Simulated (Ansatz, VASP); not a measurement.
# One calculation of Cd2Se3S, two programs

INCAR

```
PREC = Accurate ; ENCUT = 520
EDIFF = 1E-6 ; ISMEAR = 0
SIGMA = 0.1 ; LREAL = False
LASPH = True ; NELM = 80
ALGO = Normal ; ISIF = 2
LWAVE = False ; LCHARG = False
GGA = PE ; NBANDS = 33
```

The input KPOINTS:

```
regular mesh
0
Gamma
  3 3 3
```

The input POSCAR:

```
Cd2Se3S
1.0
    3.4325641000      1.9817918100      4.0592696100
   -3.4325641000      1.9817918100      4.0592696100
    0.0000000000     -3.9635836100      4.0592696100
Cd Se S
2 3 1
Direct
    0.7280314300      0.7280314300      0.7280314300
    0.2719685700      0.2719685700      0.2719685700
    0.5000000000      0.5000000000      0.0000000000
    0.0000000000      0.5000000000      0.5000000000
    0.5000000000      0.0000000000      0.5000000000
    0.0000000000      0.0000000000      0.0000000000
```

Input for Ansatz:

```yaml
crystal:
  lattice:
    - [3.4325641, 1.98179181, 4.05926961]
    - [-3.4325641, 1.98179181, 4.05926961]
    - [0.0, -3.96358361, 4.05926961]
  atoms:
    - { symbol: Cd, position: [0.72803143, 0.72803143, 0.72803143] }
    - { symbol: Cd, position: [0.27196857, 0.27196857, 0.27196857] }
    - { symbol: Se, position: [0.5, 0.5, 0.0] }
    - { symbol: Se, position: [0.0, 0.5, 0.5] }
    - { symbol: Se, position: [0.5, 0.0, 0.5] }
    - { symbol: S, position: [0.0, 0.0, 0.0] }
basis:
  ecutwfc: 420
kpoints:
  mp_grid: { grid: [3, 3, 3] }
hamiltonian:
  xc: pbe
scf:
  occupations: { method: gaussian, width: 0.1 }
  lower_state_search: "off"
output:
  forces: true
  stress: true
  eigenvalues: true
```

Alike in both runs: task single point; functional PBE; k mesh 3 × 3 × 3; occupations gaussian, width 0.1 eV; no spin polarisation.

```csv
,VASP,Ansatz
version,VASP 6.6.1,Ansatz 0.2.0
potentials or method,"VASP PAW PBE potentials, release 64 (Cd, Se, S), cutoff 520 eV","scalar-relativistic, plane waves, PAW"
valence electrons in the cell,48,94
```

VASP gave:

```
gap on the k mesh at the Fermi level (eV) : none
rms of the force components (eV/Å)        : 2.773
```

Q: What did Ansatz give for the same quantities?

A: gap on the k mesh at the Fermi level (eV): none; rms of the force components (eV/Å): 2.687.

Atom by atom the forces differ by 0.086 eV/Å (rms over components). A gap of «none» marks a metal or a gap that the smearing closes. The functional is the same, so the differences come from potentials, cutoffs and numerics. VASP's potentials hold 48 valence electrons a cell and Ansatz's 94, so a difference there can come from the potentials and not from the codes.

The k mesh is coarse, so the values compare programs but aren't converged.
